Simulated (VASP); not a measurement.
# Zn3AsN (Pm-3m) in VASP: further runs, part 2 of 2

VASP 6.6.1.

## (3) Relaxation of cell and atoms, PBE

This run uses another cell than the first one, of 14.46 Å³/atom, 0.996 times its volume.

File INCAR:

```
  PREC = Accurate
  ENCUT = 600
  EDIFF = 1E-6
  ISMEAR = 0
  SIGMA = 0.1
  LREAL = F
  LASPH = T
  NELM = 100
  ALGO = Normal
  ISIF = 3
  LWAVE = F
  LCHARG = F
  GGA = PE
  IBRION = 2
  NSW = 100
  EDIFFG = -0.005
```

File KPOINTS:

```
Automatic mesh
0
Gamma
  8 8 8
```

File POSCAR:

```
Zn3AsN
1.0
    4.1654889602      0.0000000000      0.0000000000
    0.0000000000      4.1654889602      0.0000000000
    0.0000000000      0.0000000000      4.1654889602
Zn As N
3 1 1
Direct
    0.0000000000      0.5000000000      0.5000000000
    0.5000000000      0.0000000000      0.5000000000
    0.5000000000      0.5000000000      0.0000000000
    0.0000000000      0.0000000000      0.0000000000
    0.5000000000      0.5000000000      0.5000000000
```

Potentials or basis: VASP PAW PBE potentials, release 64 (Zn, As, N).

Launch:

```console
$ cat potpaw_PBE.64/Zn/POTCAR potpaw_PBE.64/As/POTCAR potpaw_PBE.64/N/POTCAR > POTCAR
$ mpirun -np 1 vasp_std > vasp.out
```

Run time: 2.6 min. Hardware: 1 thread of Intel Xeon Platinum 8488C (Sapphire Rapids), shared host; peak memory 0.26 GiB.

It converged, with:

```
Free energy                            : -15.2062 eV
Relaxed volume                         : 14.57 Å³/atom
Relaxed cell                           : a = 4.177 Å, b = 4.177 Å, c = 4.177 Å, α = 90.00°, β = 90.00°, γ = 90.00°
Space group after relaxing (to 0.05 Å) : Pm-3m (No. 221)
Energy gained by relaxing              : 0.3 meV/atom
Ionic steps                            : 3
Pressure after relaxing                : 0.0 GPa
Band gap on the k mesh                 : zero (band 23 reaches 3.98 eV, above the bottom of band 24 at 3.61 eV)
```

The path:
```tsv
step	energy change (eV)	largest force (eV/Å)	pressure (GPa)	volume (Å³)
1	0.0000	0.0000	0.85	72.28
2	-0.0014	0.0000	-0.34	73.08
3	-0.0016	0.0000	0.00	72.87
```

Final structure:
```xyz
5
Lattice="4.1769 0.0000 0.0000 0.0000 4.1769 0.0000 0.0000 0.0000 4.1769" Properties=species:S:1:pos:R:3 pbc="T T T"
Zn    0.0000    2.0884    2.0884
Zn    2.0884    0.0000    2.0884
Zn    2.0884    2.0884    0.0000
As    0.0000    0.0000    0.0000
N     2.0884    2.0884    2.0884
```

Levels at points of the mesh, in eV from the Fermi level:
```
           k point  band 20  band 21  band 22  band 23  band 24  band 25  band 26  band 27
(0.00, 0.00, 0.00)    -5.06    -0.67    -0.67    -0.67    -0.36     0.18     0.18     7.16
(0.50, 0.00, 0.00)    -4.00    -3.99    -0.85    -0.85     1.48     2.71     3.31     4.68
(0.50, 0.50, 0.00)    -3.39    -0.87    -0.64    -0.64     0.22     1.30     3.50     3.50
(0.50, 0.50, 0.50)    -4.33    -4.07    -4.07    -4.07     3.54     3.54     3.54     6.14
```

## (4) Single point, PBE

This run uses another cell than the first one, of 14.46 Å³/atom, 0.996 times its volume.

File INCAR:

```
SYSTEM = Zn3AsN
ALGO = Normal
EDIFF = 1E-6
ENCUT = 520
GGA = PE
ISIF = 2
ISMEAR = 0
LASPH = .TRUE.
LCHARG = .FALSE.
LREAL = .FALSE.
LWAVE = .FALSE.
NBANDS = 31
NELM = 100
PREC = Accurate
SIGMA = 0.1
```

File KPOINTS:

```
k-points
0
G
  6 6 6
  0 0 0
```

POSCAR is that of step 3.

Potentials or basis: VASP PAW PBE potentials, release 64 (Zn, As, N).

Launch:

```console
$ cat potpaw_PBE.64/Zn/POTCAR potpaw_PBE.64/As/POTCAR potpaw_PBE.64/N/POTCAR > POTCAR
$ mpirun -np 1 vasp_std > vasp.out
```

OUTCAR:

```text
SYSTEM = Zn3AsN
   EDIFF = 1E-6
   ENCUT = 520
   GGA = PE
   ISIF = 2
   ISMEAR = 0
   LASPH = .TRUE.
   LREAL = .FALSE.
   NELM = 100
   PREC = Accurate

 ion  position               nearest neighbor table
   1  0.000  0.500  0.500-   5 2.08   5 2.08   4 2.95   2 2.95   3 2.95   4 2.95   2 2.95   4 2.95
                             4 2.95   2 2.95   3 2.95   3 2.95   3 2.95   2 2.95
   2  0.500  0.000  0.500-   5 2.08   5 2.08   4 2.95   1 2.95   3 2.95   4 2.95   1 2.95   3 2.95
                             3 2.95   3 2.95   1 2.95   4 2.95   4 2.95   1 2.95
[... 883 lines left out ...]
  -------------------------------------------------------------------------------------
  Total        0.3972588      0.3972588      0.3972588      0.0000000      0.0000000      0.0000000
  in kB        8.8061514      8.8061514      8.8061514      0.0000000      0.0000000      0.0000000
  external PRESSURE =       8.8061514 kB  Pullay stress =       0.0000000 kB

 VOLUME and BASIS-vectors are now :
 -----------------------------------------------------------------------------
  energy-cutoff  :      520.00
  volume of cell :       72.28
      direct lattice vectors                 reciprocal lattice vectors
     4.165488960  0.000000000  0.000000000     0.240067855  0.000000000  0.000000000
     0.000000000  4.165488960  0.000000000     0.000000000  0.240067855  0.000000000
     0.000000000  0.000000000  4.165488960     0.000000000  0.000000000  0.240067855

 POSITION                                       TOTAL-FORCE (eV/Angst)
 -----------------------------------------------------------------------------------
      0.00000      2.08274      2.08274         0.000000      0.000000      0.000000
      2.08274      0.00000      2.08274         0.000000      0.000000      0.000000
      2.08274      2.08274      0.00000         0.000000      0.000000      0.000000
      0.00000      0.00000      0.00000         0.000000      0.000000      0.000000
      2.08274      2.08274      2.08274         0.000000      0.000000      0.000000
 -----------------------------------------------------------------------------------
    total drift:                                0.000000     -0.000000     -0.000000

  FREE ENERGIE OF THE ION-ELECTRON SYSTEM (eV)
  ---------------------------------------------------
  free  energy   TOTEN  =       -15.1940989835 eV

  energy  without entropy=      -15.1926566899  energy(sigma->0) =      -15.19337784
```

stdout:

```text
POSCAR found type information on POSCAR ZnAsN
 POSCAR found :  3 types and       5 ions
 scaLAPACK will be used
 LDA part: xc-table for (Slater+PW92), standard interpolation
 POSCAR, INCAR and KPOINTS ok, starting setup
 FFT: planning ... GRIDC
 FFT: planning ... GRID_SOFT
 FFT: planning ... GRID
 WAVECAR not read
 entering main loop
```

It took 32 s on 1 thread of Intel Xeon Platinum 8488C (Sapphire Rapids), shared host; peak memory 0.19 GiB.

Results:

```
Free energy            : -15.1941 eV
Pressure               : 0.9 GPa
Band gap on the k mesh : zero (band 23 reaches 3.95 eV, above the bottom of band 24 at 3.74 eV)
```

Levels at points of the mesh, in eV from the Fermi level:
```csv
k point,band 19,band 20,band 21,band 22,band 23,band 24,band 25,band 26,band 27,band 28
"(0.00, 0.00, 0.00)",-5.13,-5.13,-0.68,-0.68,-0.68,-0.32,0.17,0.17,7.17,7.17
"(0.50, 0.00, 0.00)",-4.06,-4.06,-4.01,-0.86,-0.86,1.48,2.69,3.33,4.68,4.68
"(0.50, 0.50, 0.00)",-5.89,-3.43,-0.88,-0.65,-0.65,0.23,1.30,3.48,3.48,6.10
"(0.50, 0.50, 0.50)",-4.37,-4.37,-4.12,-4.12,-4.12,3.55,3.55,3.55,6.16,7.91
```

## (5) Summary

| task | cell | k mesh | cutoff (eV) | gap on the mesh (eV) | pressure (GPa) |
| --- | --- | --- | --- | --- | --- |
| single point | a = 4.171 Å, 5 atoms | 8 × 8 × 8 | 520 | none | 0.5 |
| relaxation of cell and atoms | relaxed from a = 4.165 Å, 5 atoms | 8 × 8 × 8 | 600 | none | 0.0 |
| single point | a = 4.165 Å, 5 atoms | 6 × 6 × 6 | 520 | none | 0.9 |

Alike in all rows: level PBE; potentials or basis VASP PAW PBE potentials, release 64 (Zn, As, N); no spin polarisation; smearing gaussian 0.1 eV.

Total energies depend on the potentials used, so only differences within one code and one set of settings carry meaning.
